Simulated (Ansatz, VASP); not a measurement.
One calculation of Cd3SeS2, two programs

INCAR

```
SYSTEM = Cd3SeS2
ALGO = Normal
EDIFF = 1E-6
EDIFFG = -0.04
ENCUT = 600
GGA = PE
IBRION = 2
ISIF = 3
ISMEAR = 0
LASPH = .True.
LCHARG = .False.
LREAL = .False.
LWAVE = .False.
NELM = 100
NSW = 90
PREC = Accurate
SIGMA = 0.1
```

Contents of KPOINTS:

```
k-points
0
Gamma
  4 4 4
  0 0 0
```

POSCAR

```
Cd3SeS2
1.0
    4.9034030300      0.0000000000      0.0000000000
    0.0000000000      4.9034030300      0.0000000000
    0.0000000000      0.0000000000      6.9828108900
Cd Se S
3 1 2
Direct
    0.5000000000      0.5000000000      0.0000000000
    0.0000000000      0.0000000000      0.0000000000
    0.5000000000      0.5000000000      0.5000000000
    0.0000000000      0.0000000000      0.5000000000
    0.0000000000      0.5000000000      0.2679100000
    0.5000000000      0.0000000000      0.7320900000
```

Input for Ansatz:

```yaml
crystal:
  lattice:
    - [4.90340303, 0.0, 0.0]
    - [0.0, 4.90340303, 0.0]
    - [0.0, 0.0, 6.98281089]
  atoms:
    - { symbol: Cd, position: [0.5, 0.5, 0.0] }
    - { symbol: Cd, position: [0.0, 0.0, 0.0] }
    - { symbol: Cd, position: [0.5, 0.5, 0.5] }
    - { symbol: Se, position: [0.0, 0.0, 0.5] }
    - { symbol: S, position: [0.0, 0.5, 0.26791] }
    - { symbol: S, position: [0.5, 0.0, 0.73209] }
basis:
  ecutwfc: 420
kpoints:
  mp_grid: { grid: [4, 4, 4] }
hamiltonian:
  xc: pbe
scf:
  occupations: { method: gaussian, width: 0.1 }
  lower_state_search: "off"
output:
  forces: true
  stress: true
  eigenvalues: true
relax:
  adjacent_minimum: "off"
  f_tol: 0.04
  max_steps: 70
  cell: { stress_tol: 0.4 }
```

Change from the starting cell: species swapped into the Li3MnAs2 type (P-4m2, No. 115).

Alike in both runs: task relaxation of cell and atoms; functional PBE; k mesh 4 × 4 × 4; occupations gaussian, width 0.1 eV; no spin polarisation.

```csv
,VASP,Ansatz
version,VASP 6.6.1,Ansatz 0.2.0
potentials or method,"VASP PAW PBE potentials, release 64 (Cd, Se, S), cutoff 600 eV","scalar-relativistic, plane waves, PAW"
valence electrons in the cell,54,88
```

VASP gave:

```
gap on the k mesh at the Fermi level, each at its own relaxed structure (eV) : none
relaxed volume (Å³/atom)                                                     : 29.58
relaxed length of the cell vector where the two differ most in proportion (Å)              : 10.098
```

**Question.** Which values does Ansatz return?

**Answer.** gap on the k mesh at the Fermi level, each at its own relaxed structure (eV): none; relaxed volume (Å³/atom): 31.35; relaxed length of the cell vector where the two differ most in proportion (Å): 10.790.

A gap of «none» marks a metal or a gap that the smearing closes. One of these differences is far larger than is usual between the two programs; its cause wasn't traced. VASP's potentials hold 54 valence electrons a cell and Ansatz's 88, so a difference there can come from the potentials and not from the codes.
